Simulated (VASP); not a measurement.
A run of VASP 6.6.1 is set up as follows.

Contents of INCAR:

```
PREC = Accurate
ENCUT = 520
EDIFF = 1E-6
ISMEAR = 0
SIGMA = 0.02
LREAL = False
LASPH = True
NELM = 80
ALGO = Normal
ISIF = 2
LWAVE = False
LCHARG = False
GGA = PS
NBANDS = 20
```

KPOINTS

```
Automatic mesh
0
Gamma
  12 12 2
```

POSCAR

```
WSe2
1.0
    3.2702526708      0.0000000000      0.0000000000
   -1.6351263354      2.8321218897      0.0000000000
    0.0000000000      0.0000000000     15.9947682068
W Se
1 2
Direct
    0.0000000000      0.0000000000      0.0000000000
    0.3333333333      0.6666666667      0.1045949300
    0.3333333333      0.6666666667      0.8954050700
```

Potentials or basis: VASP PAW PBE potentials, release 64 (W_sv, Se).

Command:

```sh
$ cat potpaw_PBE.64/W_sv/POTCAR potpaw_PBE.64/Se/POTCAR > POTCAR
$ mpirun -np 1 vasp_std > vasp.out
```

Task: Estimate the largest force.

Result: 0.057 eV/Å.

Task: Predict the band gap on the k mesh.

Result: 1.69 eV.

Forces in eV/Å, atoms in the order of the input:
```
W    0.000  0.000  0.000
Se   0.000  0.000  0.057
Se   0.000  0.000 -0.057
```

Caveat: the cell differs from its parent crystal (strain along c alone, the other axes held: -4.0 %, then relaxed in part); the PAW data sets were made with another functional, which shifts forces and pressure a little; spin-orbit coupling is left out, which moves the levels of the heavy elements.
